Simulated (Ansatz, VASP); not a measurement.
**One calculation of HgTe, two programs**

File INCAR:

```
SYSTEM = HgTe
PREC = Accurate
ENCUT = 520
EDIFF = 1E-6
ISMEAR = 0
SIGMA = 0.15
LREAL = .False.
LASPH = .True.
NELM = 60
ALGO = Normal
ISIF = 2
LWAVE = .False.
LCHARG = .False.
GGA = PE
NBANDS = 16
```

KPOINTS

```
Automatic mesh
0
Gamma
  14 14 14
  0 0 0
```

POSCAR

```
HgTe
1.0
    0.0000000000      2.9011500000      3.2235000000
    2.9011500000      0.0000000000      3.2235000000
    2.9011500000      2.9011500000      0.0000000000
Hg Te
1 1
Direct
    0.0000000000      0.0000000000      0.0000000000
    0.7500000000      0.7500000000      0.7500000000
```

Input for Ansatz:

```yaml
crystal:
  lattice:
    - [0.0, 2.90115, 3.2235]
    - [2.90115, 0.0, 3.2235]
    - [2.90115, 2.90115, 0.0]
  atoms:
    - { symbol: Hg, position: [0.0, 0.0, 0.0] }
    - { symbol: Te, position: [0.75, 0.75, 0.75] }
basis:
  ecutwfc: 420
kpoints:
  mp_grid: { grid: [14, 14, 14] }
hamiltonian:
  xc: pbe
scf:
  occupations: { method: gaussian, width: 0.15 }
output:
  forces: true
  stress: true
  eigenvalues: true
```

Change from the starting cell: strain -0.1000 x Voigt [1, 1, 0, 0, 0, 0], atoms carried along.

Alike in both runs: task single point; functional PBE; k mesh 14 × 14 × 14; occupations gaussian, width 0.15 eV; no spin polarisation.

```csv
,VASP,Ansatz
version,VASP 6.6.1,Ansatz 0.2.0
potentials or method,"VASP PAW PBE potentials, release 64 (Hg, Te), cutoff 520 eV","scalar-relativistic, plane waves, PAW"
valence electrons in the cell,18,36
```

VASP gave:

```
gap on the k mesh at the Fermi level (eV) : none
pressure (GPa)                            : 22.5
```

Problem. Which values does Ansatz return?

Solution. gap on the k mesh at the Fermi level (eV): none; pressure (GPa): 22.3.

A gap of «none» marks a metal or a gap that the smearing closes. VASP's potentials hold 18 valence electrons a cell and Ansatz's 36, so a difference there can come from the potentials and not from the codes.

Neither program's run includes spin-orbit coupling.
